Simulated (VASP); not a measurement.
# BP (F-43m) in VASP: notebook

Runs on BP. Level: PBEsol. Tasks: single point.

All numbers are computed with VASP 6.6.1; they aren't measurements. Logs are shortened: lines on timing, memory, paths and dates and some standing lists are left out, and cuts for length are marked.

## Step 1: The cell of the first run

The structure is cubic, space group F-43m (No. 216). The conventional cell has a = 4.487 Å, b = 4.487 Å, c = 4.487 Å, α = 90.00°, β = 90.00°, γ = 90.00°. B (site symmetry -43m) has 4 P at 1.94 Å within 2.6 Å. Within 2.6 Å of P (site symmetry -43m) lie 4 B at 1.94 Å.

## Step 2: Single point, PBEsol

Input file INCAR:

```
  ALGO = Normal
  EDIFF = 1E-7
  ENCUT = 520
  GGA = PS
  ISIF = 2
  ISMEAR = 0
  LASPH = T
  LCHARG = F
  LREAL = F
  LWAVE = F
  NBANDS = 11
  NELM = 60
  PREC = Accurate
  SIGMA = 0.01
```

Input file KPOINTS:

```
k-points
0
Gamma
  8 8 8
```

Input file POSCAR:

```
BP
1.0
    0.0000000000      2.2433421021      2.2433421021
    2.2433421021      0.0000000000      2.2433421021
    2.2433421021      2.2433421021      0.0000000000
B P
1 1
Direct
    0.0000000000      0.0000000000      0.0000000000
    0.2500000000      0.2500000000      0.2500000000
```

Potentials or basis: VASP PAW PBE potentials, release 64 (B, P).

On the command line:

```bash
$ cat potpaw_PBE.64/B/POTCAR potpaw_PBE.64/P/POTCAR > POTCAR
$ mpirun -np 1 vasp_std > vasp.out
```

OUTCAR:

```text
EDIFF = 1E-7
   ENCUT = 520
   GGA = PS
   ISIF = 2
   ISMEAR = 0
   LASPH = T
   LREAL = F
   NELM = 60
   PREC = Accurate

 ion  position               nearest neighbor table
   1  0.000  0.000  0.000-   2 1.94   2 1.94   2 1.94   2 1.94
   2  0.250  0.250  0.250-   1 1.94   1 1.94   1 1.94   1 1.94

  LATTYP: Found a face centered cubic cell.
 ALAT       =     4.4866842042

  Lattice vectors:

 A1 = (   0.0000000000,   2.2433421021,   2.2433421021)
 A2 = (   2.2433421021,   0.0000000000,   2.2433421021)
 A3 = (   2.2433421021,   2.2433421021,   0.0000000000)

Analysis of symmetry for initial positions (statically):
=====================================================================
 Subroutine PRICEL returns:
 Original cell was already a primitive cell.

 Routine SETGRP: Setting up the symmetry group for a
 face centered cubic supercell.

 Subroutine GETGRP returns: Found 24 space group operations
 (whereof 24 operations were pure point group operations)
 out of a pool of 48 trial point group operations.

The static configuration has the point symmetry T_d .

Analysis of symmetry for dynamics (positions and initial velocities):
=====================================================================
 Subroutine PRICEL returns:
 Original cell was already a primitive cell.

 Routine SETGRP: Setting up the symmetry group for a
 face centered cubic supercell.

 Subroutine GETGRP returns: Found 24 space group operations
 (whereof 24 operations were pure point group operations)
 out of a pool of 48 trial point group operations.

The dynamic configuration has the point symmetry T_d .

 Subroutine INISYM returns: Found 24 space group operations
 (whereof 24 operations are pure point group operations),
 and found     1 'primitive' translations

----------------------------------------------------------------------------------------

                                     Primitive cell

  volume of cell :      22.5796

  direct lattice vectors                    reciprocal lattice vectors
     0.000000000  2.243342102  2.243342102    -0.222881744  0.222881744  0.222881744
     2.243342102  0.000000000  2.243342102     0.222881744 -0.222881744  0.222881744
     2.243342102  2.243342102  0.000000000     0.222881744  0.222881744 -0.222881744

  length of vectors
     3.172564826  3.172564826  3.172564826     0.386042505  0.386042505  0.386042505

  position of ions in fractional coordinates (direct lattice)
     0.000000000  0.000000000  0.000000000
     0.250000000  0.250000000  0.250000000

  ion indices of the primitive-cell ions
   primitive index   ion index
                 1           1
                 2           2

----------------------------------------------------------------------------------------

 KPOINTS: k-points

Automatic generation of k-mesh.
 Grid dimensions read from file:
 generate k-points for:    8    8    8

 Generating k-lattice:

  Cartesian coordinates                     Fractional coordinates (reciprocal lattice)
    -0.027860218  0.027860218  0.027860218     0.125000000  0.000000000  0.000000000
     0.027860218 -0.027860218  0.027860218     0.000000000  0.125000000  0.000000000
     0.027860218  0.027860218 -0.027860218     0.000000000  0.000000000  0.125000000

  Length of vectors
     0.048255313  0.048255313  0.048255313

  Shift w.r.t. Gamma in fractional coordinates (k-lattice)
     0.000000000  0.000000000  0.000000000

 Subroutine IBZKPT returns following result:
 ===========================================

 Found     29 irreducible k-points:

 Following reciprocal coordinates:
            Coordinates               Weight
  0.000000  0.000000  0.000000      1.000000
  0.125000  0.000000  0.000000      8.000000
  0.250000  0.000000  0.000000      8.000000
  0.375000  0.000000  0.000000      8.000000
  0.500000  0.000000  0.000000      4.000000
  0.125000  0.125000  0.000000      6.000000
[... 16 lines left out ...]
  0.500000  0.250000  0.125000     48.000000
 -0.375000  0.250000  0.125000     24.000000
 [... further k-points ...]
   k-points           NKPTS =     29   k-points in BZ     NKDIM =     29   number of bands    NBANDS=     11
   number of dos      NEDOS =    301   number of ions     NIONS =      2
   total plane-waves  NPLWV =  13824
   dimension x,y,z NGX =    24 NGY =   24 NGZ =   24
   dimension x,y,z NGXF=    48 NGYF=   48 NGZF=   48
   ions per type =               1   1
   NGX,Y,Z   is equivalent  to a cutoff of  12.58, 12.58, 12.58 a.u.
   NGXF,Y,Z  is equivalent  to a cutoff of  25.15, 25.15, 25.15 a.u.
 SYSTEM =  unknown system
   PREC   = accura    normal or accurate (medium, high low for compatibility)
   ISTART =      0    job   : 0-new  1-cont  2-samecut
   ICHARG =      2    charge: 1-file 2-atom 10-const
   ISPIN  =      1    spin polarized calculation?
   LNONCOLLINEAR =      F non collinear calculations
   LSORBIT =      F    spin-orbit coupling
   LASPH  =      T    aspherical Exc in radial PAW
   ENCUT  =  520.0 eV  38.22 Ry    6.18 a.u.   5.90  5.90  5.90*2*pi/ulx,y,z
   NELM   =     60;   NELMIN=  2; NELMDL= -5     # of ELM steps
   EDIFF  = 0.1E-06   stopping-criterion for ELM
   LREAL  =      F    real-space projection
   EDIFFG = 0.1E-05   stopping-criterion for IOM
   NSW    =      0    number of steps for IOM
   IBRION =     -1    ionic relax: 0-MD 1-quasi-New 2-CG
   NFREE  =      0    steps in history (QN), initial steepest desc. (CG)
   ISIF   =      2    stress and relaxation
   ISYM   =      2    0-nonsym 1-usesym 2-fastsym
   POTIM  = 0.5000    time-step for ionic-motion
   TEBEG  =    0.0;   TEEND  =   0.0 temperature during run
   PSTRESS=    0.0 pullay stress
   NELECT =       8.0000    total number of electrons
   NUPDOWN=      -1.0000    fix difference up-down
   EMIN   =  10.00;   EMAX   =-10.00  energy-range for DOS
   EFERMI =   0.00;   METHOD = LEGACY
   ISMEAR =     0;   SIGMA  =   0.01  broadening in eV -4-tet -1-fermi 0-gaus
   EFERMI_NEDOS =   21; number of points for ismear=-14 and -15
   IALGO  =     38    algorithm
   IMIX   =      4    mixing-type and parameters
     AMIX     =   0.40;   BMIX     =  1.00
     AMIX_MAG =   1.60;   BMIX_MAG =  1.00
  volume/ion in A,a.u.               =      11.29        76.19
  Fermi-wavevector in a.u.,A,eV,Ry     =   1.158420  2.189096 18.258155  1.341937
  Thomas-Fermi vector in A             =   2.295022
   LORBIT       =      0    0 simple, 1 ext, 2 COOP (PROOUT), +10 PAW based schemes
   GGA     = PS    functional components
   LHFCALC =     F    Hartree Fock is set to
   AEXX    =    0.0000 exact exchange contribution
   IVDW    =     0    specifies the selected vdW correction
   LEPSILON=     F    determine dielectric tensor
   LRPA    =     F    only Hartree local field effects (RPA)
 non-spin polarized calculation
 Gauss-broadening in eV      SIGMA  =   0.01
  energy-cutoff  :      520.00
  volume of cell :       22.58
 maximum number of plane-waves:       620
   NGX = 11   NGY = 11   NGZ = 11

 number of electron       8.0000001 magnetization

 Free energy of the ion-electron system (eV)
  ---------------------------------------------------
  ext. energy  EPLUGINS =         0.00000000
  ---------------------------------------------------
  free energy    TOTEN  =       -13.66479137 eV

  energy without entropy =      -13.66479137  energy(sigma->0) =      -13.66479137

 E-fermi :   7.9608     XC(G=0): -11.1896

 val. band max:        7.8144257761   @ k =   0.0000   0.0000   0.0000
 cond. band min:       8.9374382716   @ k =   0.3750   0.3750   0.0000
 fundamental gap:      1.1230124955
 Fermi energy:         7.9608357326

 k-point     1 :       0.0000    0.0000    0.0000
  band No.  band energies     occupation
      1      -7.9918      2.00000
      2       7.8144      2.00000
      3       7.8144      2.00000
      4       7.8144      2.00000
      5      11.2234      0.00000
      6      11.2234      0.00000
      7      11.2234      0.00000
      8      15.6787      0.00000
      9      19.2951      0.00000
     10      20.0368      0.00000
     11      20.0368      0.00000

 k-point     2 :       0.1250    0.0000    0.0000
  band No.  band energies     occupation
      1      -7.7018      2.00000
      2       5.9074      2.00000
      3       7.3687      2.00000
      4       7.3687      2.00000
      5      11.8050      0.00000
      6      11.8377      0.00000
      7      11.8377      0.00000
      8      16.4009      0.00000
      9      19.0573      0.00000
     10      19.0573      0.00000
     11      20.1702      0.00000

 k-point     3 :       0.2500    0.0000    0.0000
  band No.  band energies     occupation
      1      -6.8494      2.00000
      2       2.8309      2.00000
      3       6.6596      2.00000
      4       6.6596      2.00000
      5      11.9329      0.00000
      6      12.6070      0.00000
      7      12.6070      0.00000
      8      17.6389      0.00000
      9      18.7925      0.00000
     10      18.7925      0.00000
     11      20.9265      0.00000

 k-point     4 :       0.3750    0.0000    0.0000
  band No.  band energies     occupation
      1      -5.5345      2.00000
      2       0.0138      2.00000
      3       6.1724      2.00000
      4       6.1724      2.00000
      5      11.8122      0.00000
      6      12.6145      0.00000
      7      12.6145      0.00000
      8      17.9543      0.00000
      9      20.5419      0.00000
     10      20.5419      0.00000
     11      21.8244      0.00000

 k-point     5 :       0.5000    0.0000    0.0000
  band No.  band energies     occupation
      1      -4.5093      2.00000
      2      -1.5305      2.00000
      3       6.0064      2.00000
      4       6.0064      2.00000
      5      11.7533      0.00000
      6      12.4859      0.00000
      7      12.4859      0.00000
      8      17.8578      0.00000
      9      22.6322      0.00000
     10      22.6322      0.00000
     11      22.7894      0.00000
[... 211 lines left out ...]
 k-point    21 :       0.5000    0.5000    0.0000
  band No.  band energies     occupation
      1      -2.9344      2.00000
      2      -0.9630      2.00000
      3       3.5443      2.00000
      4       3.5443      2.00000
      5       8.9728      0.00000
      6       9.3000      0.00000
      7      20.2314      0.00000
      8      20.2314      0.00000
      9      23.3624      0.00000
     10      24.8144      0.00000
     11      26.1042      0.00000

 k-point    22 :       0.3750    0.2500    0.1250
  band No.  band energies     occupation
      1      -6.1013      2.00000
      2       2.8006      2.00000
      3       3.8564      2.00000
      4       5.7716      2.00000
      5      11.2385      0.00000
      6      13.7848      0.00000
      7      14.1192      0.00000
      8      15.4795      0.00000
      9      19.5858      0.00000
     10      21.8705      0.00000
     11      23.7279      0.00000

 k-point    23 :       0.5000    0.2500    0.1250
  band No.  band energies     occupation
      1      -4.8169      2.00000
      2       0.5333      2.00000
      3       3.2162      2.00000
      4       4.9560      2.00000
      5      11.8570      0.00000
      6      13.3210      0.00000
      7      15.2275      0.00000
      8      16.2909      0.00000
      9      20.4051      0.00000
     10      21.3814      0.00000
     11      25.0682      0.00000

 k-point    24 :      -0.3750    0.2500    0.1250
  band No.  band energies     occupation
      1      -3.8273      2.00000
      2      -0.9008      2.00000
      3       3.1500      2.00000
      4       4.5633      2.00000
      5      11.9147      0.00000
      6      13.0669      0.00000
      7      16.3091      0.00000
      8      17.7510      0.00000
      9      18.3341      0.00000
     10      22.4190      0.00000
     11      24.7560      0.00000

 [... further k-points ...]
[... 5 lines left out ...]
  --------------------------------------------------------------------------------------
  -------------------------------------------------------------------------------------
  Total        0.5729733      0.5729733      0.5729733      0.0000000      0.0000000      0.0000000
  in kB       40.6563559     40.6563559     40.6563559      0.0000000      0.0000000      0.0000000
  external PRESSURE =      40.6563559 kB  Pullay stress =       0.0000000 kB

 VOLUME and BASIS-vectors are now :
 -----------------------------------------------------------------------------
  energy-cutoff  :      520.00
  volume of cell :       22.58
      direct lattice vectors                 reciprocal lattice vectors
     0.000000000  2.243342102  2.243342102    -0.222881744  0.222881744  0.222881744
     2.243342102  0.000000000  2.243342102     0.222881744 -0.222881744  0.222881744
     2.243342102  2.243342102  0.000000000     0.222881744  0.222881744 -0.222881744

 POSITION                                       TOTAL-FORCE (eV/Angst)
 -----------------------------------------------------------------------------------
      0.00000      0.00000      0.00000        -0.000000     -0.000000     -0.000000
      1.12167      1.12167      1.12167         0.000000      0.000000      0.000000
 -----------------------------------------------------------------------------------
    total drift:                                0.000000      0.000000      0.000000

  FREE ENERGIE OF THE ION-ELECTRON SYSTEM (eV)
  ---------------------------------------------------
  free  energy   TOTEN  =       -13.6647913740 eV

  energy  without entropy=      -13.6647913740  energy(sigma->0) =      -13.66479137
```

Wall time 5.1 s (1 thread of Intel Xeon Platinum 8488C (Sapphire Rapids), shared host); peak memory 0.13 GiB.

What came out:

| Property | Result |
| --- | --- |
| Free energy | -13.6648 eV |
| Pressure | 4.1 GPa |
| Band gap on the k mesh | 1.12 eV, indirect (least direct gap 3.41 eV) |

Caveat: the PAW data sets were made with another functional, which shifts forces and pressure a little.

## Step 3: Single point, PBEsol

This run uses another cell than the first one, of 11.17 Å³/atom, 0.989 times its volume.

Input file INCAR:

```
SYSTEM = BP
PREC = Accurate
ENCUT = 520
EDIFF = 1E-6
ISMEAR = 0
SIGMA = 0.01
LREAL = .FALSE.
LASPH = .TRUE.
NELM = 100
ALGO = Normal
ISIF = 2
LWAVE = .FALSE.
LCHARG = .TRUE.
GGA = PS
LELF = .TRUE.
LVHAR = .TRUE.
NBANDS = 11
```

Input file KPOINTS:

```
regular mesh
0
G
  8 8 8
  0 0 0
```

Input file POSCAR:

```
BP
1.0
    0.0000000000      2.2352413259      2.2352413259
    2.2352413259      0.0000000000      2.2352413259
    2.2352413259      2.2352413259      0.0000000000
B P
1 1
Direct
    0.0000000000      0.0000000000      0.0000000000
    0.2500000000      0.2500000000      0.2500000000
```

Potentials or basis: VASP PAW PBE potentials, release 64 (B, P).

On the command line:

```bash
$ cat potpaw_PBE.64/B/POTCAR potpaw_PBE.64/P/POTCAR > POTCAR
$ mpirun -np 1 vasp_std > vasp.out
```

It took 4.5 s on 1 thread of Intel Xeon Platinum 8488C (Sapphire Rapids), shared host; peak memory 0.13 GiB.

The run converged. Its results:

- Free energy: -13.6569 eV
- Pressure: 6.1 GPa
- Band gap on the k mesh: 1.11 eV, indirect (least direct gap 3.43 eV)

Levels at points of the mesh, in eV from the valence-band top:
```tsv
k point	band 1	band 2	band 3	band 4	band 5	band 6	band 7	band 8	band 9
(0.00, 0.00, 0.00)	-15.91	0.00	0.00	0.00	3.43	3.43	3.43	8.03	11.56
(0.50, 0.00, 0.00)	-12.38	-9.43	-1.82	-1.82	4.01	4.68	4.68	10.08	14.89
(0.50, 0.50, 0.00)	-10.79	-8.83	-4.31	-4.31	1.14	1.48	12.52	12.52	15.68
```

Caveat: the PAW data sets were made with another functional, which shifts forces and pressure a little.

## Step 4: Single point, PBEsol

This run uses another cell than the first one, of 11.05 Å³/atom, 0.979 times its volume.

Input file INCAR:

```
SYSTEM = BP
  PREC = Accurate
  ENCUT = 520
  EDIFF = 1E-6
  ISMEAR = 0
  SIGMA = 0.01
  LREAL = .FALSE.
  LASPH = .TRUE.
  NELM = 80
  ALGO = Normal
  ISIF = 2
  LWAVE = .FALSE.
  LCHARG = .FALSE.
  GGA = PS
  NBANDS = 11
```

KPOINTS is that of step 3.

Input file POSCAR:

```
BP
1.0
    0.0000000000      2.2276275877      2.2276275877
    2.2276275877      0.0000000000      2.2276275877
    2.2276275877      2.2276275877      0.0000000000
B P
1 1
Direct
    0.0000000000      0.0000000000      0.0000000000
    0.2500000000      0.2500000000      0.2500000000
```

On the command line:

```bash
$ cat potpaw_PBE.64/B/POTCAR potpaw_PBE.64/P/POTCAR > POTCAR
$ mpirun -np 1 vasp_std > vasp.out
```

Run time: 4.5 s. Hardware: 1 thread of Intel Xeon Platinum 8488C (Sapphire Rapids), shared host; peak memory 0.13 GiB.

The run converged. Its results:

```
Free energy            : -13.6467 eV
Pressure               : 8.1 GPa
Band gap on the k mesh : 1.10 eV, indirect (least direct gap 3.44 eV)
```

Levels at points of the mesh, in eV from the valence-band top:
| k point | band 1 | band 2 | band 3 | band 4 | band 5 | band 6 | band 7 | band 8 |
| --- | --- | --- | --- | --- | --- | --- | --- | --- |
| (0.00, 0.00, 0.00) | -16.00 | 0.00 | 0.00 | 0.00 | 3.44 | 3.44 | 3.44 | 8.19 |
| (0.50, 0.00, 0.00) | -12.43 | -9.50 | -1.83 | -1.83 | 4.07 | 4.69 | 4.69 | 10.11 |
| (0.50, 0.50, 0.00) | -10.83 | -8.89 | -4.35 | -4.35 | 1.12 | 1.47 | 12.62 | 12.62 |

Caveat: the PAW data sets were made with another functional, which shifts forces and pressure a little.

## Step 5: Overview

| cell | gap on the mesh (eV) | pressure (GPa) |
| --- | --- | --- |
| a = 3.173 Å, angles 60.0°, 2 atoms | 1.12 | 4.1 |
| a = 3.161 Å, angles 60.0°, 2 atoms | 1.11 | 6.1 |
| a = 3.150 Å, angles 60.0°, 2 atoms | 1.10 | 8.1 |

Alike in all rows: task single point; level PBEsol; potentials or basis VASP PAW PBE potentials, release 64 (B, P); no spin polarisation; k mesh 8 × 8 × 8; cutoff (eV) 520; smearing gaussian 0.01 eV.

Caveats: the PAW data sets were made with another functional, which shifts forces and pressure a little.

Total energies depend on the potentials used, so only differences within one code and one set of settings carry meaning.
